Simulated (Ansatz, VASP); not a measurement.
**Al2H3: VASP beside Ansatz**

Contents of INCAR:

```
ALGO = Normal
EDIFF = 1E-6
EDIFFG = -0.01
ENCUT = 600
GGA = PE
IBRION = 2
ISIF = 3
ISMEAR = 0
LASPH = True
LCHARG = False
LREAL = False
LWAVE = False
NELM = 100
NSW = 100
PREC = Accurate
SIGMA = 0.1
```

File KPOINTS:

```
k-points
0
Gamma
  12 12 12
```

The input POSCAR:

```
Al2H3
1.0
    1.5866027322      0.9160255145      5.1890329607
   -1.5866027322      0.9160255145      5.1890329607
    0.0000000000     -1.8320510290      5.1890329607
Al H
2 3
Direct
    0.4077547484      0.4077547484      0.4077547484
    0.5922452516      0.5922452516      0.5922452516
    0.0000000000      0.0000000000      0.0000000000
    0.2223821217      0.2223821217      0.2223821217
    0.7776178783      0.7776178783      0.7776178783
```

Input for Ansatz:

```yaml
crystal:
  lattice:
    - [1.5866027322, 0.9160255145, 5.1890329607]
    - [-1.5866027322, 0.9160255145, 5.1890329607]
    - [0.0, -1.832051029, 5.1890329607]
  atoms:
    - { symbol: Al, position: [0.4077547484, 0.4077547484, 0.4077547484] }
    - { symbol: Al, position: [0.5922452516, 0.5922452516, 0.5922452516] }
    - { symbol: H, position: [0.0, 0.0, 0.0] }
    - { symbol: H, position: [0.2223821217, 0.2223821217, 0.2223821217] }
    - { symbol: H, position: [0.7776178783, 0.7776178783, 0.7776178783] }
basis:
  ecutwfc: 420
kpoints:
  mp_grid: { grid: [12, 12, 12] }
hamiltonian:
  xc: pbe
scf:
  occupations: { method: gaussian, width: 0.1 }
output:
  forces: true
  stress: true
  eigenvalues: true
relax:
  adjacent_minimum: "off"
  f_tol: 0.01
  max_steps: 80
  cell: { stress_tol: 0.05 }
```

Alike in both runs: task relaxation of cell and atoms; functional PBE; k mesh 12 × 12 × 12; occupations gaussian, width 0.1 eV; no spin polarisation.

```csv
,VASP,Ansatz
version,VASP 6.6.1,Ansatz 0.2.0
potentials or method,"VASP PAW PBE potentials, release 64 (Al, H), cutoff 600 eV","scalar-relativistic, plane waves, PAW"
valence electrons in the cell,9,9
```

Ansatz gave:

- gap on the k mesh at the Fermi level, each at its own relaxed structure (eV): none
- relaxed volume (Å³/atom): 9.04
- relaxed cell length with the largest relative difference (Å): 5.514

Task: Which values does VASP return?

Result: gap on the k mesh at the Fermi level, each at its own relaxed structure (eV): none; relaxed volume (Å³/atom): 9.04; relaxed cell length with the largest relative difference (Å): 5.510.

A gap of «none» marks a metal or a gap that the smearing closes.
